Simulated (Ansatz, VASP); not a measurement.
**Zr in VASP and in Ansatz**

```
Zr
1.0
     3.24637    0.00000    0.00000
    -1.62318    2.81144    0.00000
     0.00000    0.00000    5.14999
Zr
2
Cartesian
  0.0000 1.8743 1.2875
  1.6232 0.9371 3.8625
```

Alike in both runs: functional r2SCAN; k mesh 15 × 15 × 8; occupations gaussian, width 0.1 eV; no spin polarisation.

Ansatz relaxed the structure, and its values are those at the end. VASP's run is a single point on that final structure, the one shown.

```csv
,VASP,Ansatz
version,VASP 6.6.1,Ansatz 0.2.0
potentials or method,"VASP PAW PBE potentials, release 64 (Zr_sv), cutoff 520 eV","scalar-relativistic, plane waves, PAW"
valence electrons in the cell,24,24
```

```csv
,VASP,Ansatz,Ansatz less VASP
gap on the k mesh at the Fermi level (eV),none,none,-
pressure (GPa),0.0,0.0,+0.01
```

VASP's potentials were made for PBE, not for r2SCAN. A gap of «none» marks a metal or a gap that the smearing closes.
